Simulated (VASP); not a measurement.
Wanted: the native input for a VASP 6.6.1 run.

```yaml
Task: single point
Functional: RPBE
Potentials_or_basis: VASP PAW PBE potentials, release 64 (Al, Ni)
Cutoff: 520 eV
k_mesh: 14 × 14 × 14
Occupations: gaussian, width 0.1 eV
Spin: no spin polarisation
Dipole_correction: no
Further_INCAR_settings: ALGO = Normal; EDIFF = 1e-06; NBANDS = 14
```

The structure of AlNi lies in POSCAR:

```
AlNi
1.0
    2.9163779114      0.0000000000      0.0000000000
    0.0000000000      2.9163779114      0.0000000000
    0.0000000000      0.0000000000      2.9163779114
Al Ni
1 1
Direct
    0.0000000000      0.0000000000      0.0000000000
    0.5000000000      0.5000000000      0.5000000000
```

These files were run (other wordings do the same):

INCAR

```
SYSTEM = AlNi
  PREC = Accurate
  ENCUT = 520
  EDIFF = 1E-6
  ISMEAR = 0
  SIGMA = 0.1
  LREAL = .FALSE.
  LASPH = .TRUE.
  NELM = 100
  ALGO = Normal
  ISIF = 2
  LWAVE = .FALSE.
  LCHARG = .FALSE.
  GGA = RP
  NBANDS = 14
```

KPOINTS

```
Automatic mesh
0
G
  14 14 14
  0 0 0
```

Potentials or basis: VASP PAW PBE potentials, release 64 (Al, Ni).

Launch:

```bash
$ cat potpaw_PBE.64/Al/POTCAR potpaw_PBE.64/Ni/POTCAR > POTCAR
$ mpirun -np 1 vasp_std > vasp.out
```

Results of the run:

```json
{
 "Pressure": "-0.1 GPa"
}
```

Caveat: the PAW data sets were made with another functional, which shifts forces and pressure a little.

Run time: 9.9 s on 1 thread of Intel(R) Xeon(R) 6975P-C (Granite Rapids), with other jobs on the host, peak memory 0.16 GiB.
